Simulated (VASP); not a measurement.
**Pt: vibrations by perturbation theory with LDA**

Pt:

```
Pt
1.0
     2.76067    0.00000    0.00000
    -1.38033    2.39081    0.00000
     0.00000    0.00000    4.79213
Pt
2
Cartesian
  1.3803 0.7969 3.5941
  0.0000 1.5939 1.1980
```

* Program: VASP 6.6.1
* Task: vibrations by perturbation theory
* Functional: LDA
* Potentials or basis: VASP PAW LDA potentials, release 64 (Pt)
* Cutoff: 520 eV
* k mesh: 12 × 12 × 6
* Occupations: fermi-dirac, width 0.1 eV
* Spin: no spin polarisation
* Dipole correction: no
* Further INCAR settings: ALGO = Normal; EDIFF = 1e-08; NBANDS = 17; IBRION = 8; NSW = 1

| Property | Result |
| --- | --- |
| Highest phonon frequency at Γ | 149 cm⁻¹ |
| Most unstable mode | 24i cm⁻¹ |

Phonon frequencies in cm⁻¹ (negative: imaginary):
```
              q point        frequencies
(0.000, 0.000, 0.000)  -24 -24 0 0 0 149
```

It took 3.8 min on 1 thread of AMD EPYC 7R13 Processor (Zen 3), with other jobs on the host, peak memory 0.36 GiB.

Caveat: the cell wasn't relaxed at this level first, which shifts response properties; some modes are imaginary.
